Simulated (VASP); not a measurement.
Input of a VASP 6.6.1 run:

Contents of INCAR:

```
SYSTEM = KCl
PREC = Accurate
ENCUT = 400
EDIFF = 1E-8
ISMEAR = -1
SIGMA = 0.03
LREAL = .FALSE.
LASPH = .TRUE.
NELM = 120
ALGO = Normal
ISIF = 2
LWAVE = .FALSE.
LCHARG = .FALSE.
GGA = PE
LEFG = .TRUE.
NBANDS = 15
GGA_COMPAT = .FALSE.
```

The input KPOINTS:

```
Automatic mesh
0
G
  7 7 7
  0 0 0
```

The input POSCAR:

```
KCl
1.0
    0.0000000000      3.1134447711      3.1134447711
    3.1134447711      0.0000000000      3.1134447711
    3.1134447711      3.1134447711      0.0000000000
K Cl
1 1
Direct
    0.0000000000      0.0000000000      0.0000000000
    0.5000000000      0.5000000000      0.5000000000
```

Potentials or basis: VASP PAW PBE potentials, release 64 (K_sv, Cl).

The run is started by

```console
$ cat potpaw_PBE.64/K_sv/POTCAR potpaw_PBE.64/Cl/POTCAR > POTCAR
$ mpirun -np 1 vasp_std > vasp.out
```

Task: Predict the band gap on the k mesh.

Result: 5.30 eV.

Task: Predict the pressure.

Result: 1.5 GPa.

Caveat: an odd mesh through Γ misses points on the zone boundary, where band edges can lie.
